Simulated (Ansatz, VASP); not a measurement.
# Ru: VASP beside Ansatz

POSCAR

```
Ru
1.0
    4.2893122714      0.0000000000      0.0000000000
   -2.1446561357      3.7146533918      0.0000000000
    0.0000000000      0.0000000000      2.6522274188
Ru
3
Direct
    0.0000000000      0.0000000000      0.0000000000
    0.3333333333      0.6666666667      0.5000000000
    0.6666666667      0.3333333333      0.5000000000
```

INCAR.step1

```
SYSTEM = Ru
ALGO = Normal ; EDIFF = 1E-4
ENCUT = 600 ; GGA = PE
ISMEAR = 0 ; KPAR = 4
LASPH = .TRUE. ; LCHARG = .FALSE.
LREAL = .FALSE. ; LWAVE = .TRUE.
NELM = 60 ; PREC = Accurate
SIGMA = 0.1
```

The input INCAR.step2:

```
SYSTEM = Ru
ALGO = Normal ; EDIFF = 1E-6
EDIFFG = -0.01 ; ENCUT = 600
IBRION = 2 ; ISIF = 3
ISMEAR = 0 ; ISTART = 1
KPAR = 4 ; LASPH = .TRUE.
LCHARG = .FALSE. ; LMIXTAU = .TRUE.
LREAL = .FALSE. ; LWAVE = .FALSE.
METAGGA = R2SCAN ; NELM = 60
NSW = 80 ; PREC = Accurate
SIGMA = 0.1
```

The input KPOINTS:

```
k-points
0
G
  12 12 16
  0 0 0
```

Input for Ansatz:

```yaml
crystal:
  lattice:
    - [4.2893122621, 0.0, 0.0]
    - [-2.1446561311, 3.7146533838, 0.0]
    - [0.0, 0.0, 2.652227427]
  atoms:
    - { symbol: Ru, position: [0.0, 0.0, 0.0] }
    - { symbol: Ru, position: [0.3333333333, 0.6666666667, 0.5] }
    - { symbol: Ru, position: [0.6666666667, 0.3333333333, 0.5] }
basis:
  ecutwfc: 500
kpoints:
  mp_grid: { grid: [12, 12, 16] }
hamiltonian:
  xc: r2scan
scf:
  occupations: { method: gaussian, width: 0.1 }
output:
  forces: true
  stress: true
  eigenvalues: true
relax:
  adjacent_minimum: "off"
  f_tol: 0.01
  max_steps: 60
  cell: { stress_tol: 0.1 }
```

Alike in both runs: task relaxation of cell and atoms; functional r2SCAN; k mesh 12 × 12 × 16; occupations gaussian, width 0.1 eV; no spin polarisation.

|  | VASP | Ansatz |
| --- | --- | --- |
| version | VASP 6.6.1 | Ansatz 0.2.0 |
| potentials or method | VASP PAW PBE potentials, release 64 (Ru_pv), cutoff 600 eV | scalar-relativistic, plane waves, PAW |
| valence electrons in the cell | 42 | 48 |

```csv
,VASP,Ansatz,Ansatz less VASP
"gap on the k mesh at the Fermi level, each at its own relaxed structure (eV)",none,none,-
relaxed volume (Å³/atom),13.89,13.82,-0.061
relaxed length of the cell vector where the two differ most in proportion (Å),4.245,4.238,-0.0068
```

VASP's potentials were made for PBE, not for r2SCAN. A gap of «none» marks a metal or a gap that the smearing closes. VASP's potentials hold 42 valence electrons a cell and Ansatz's 48, so a difference there can come from the potentials and not from the codes.
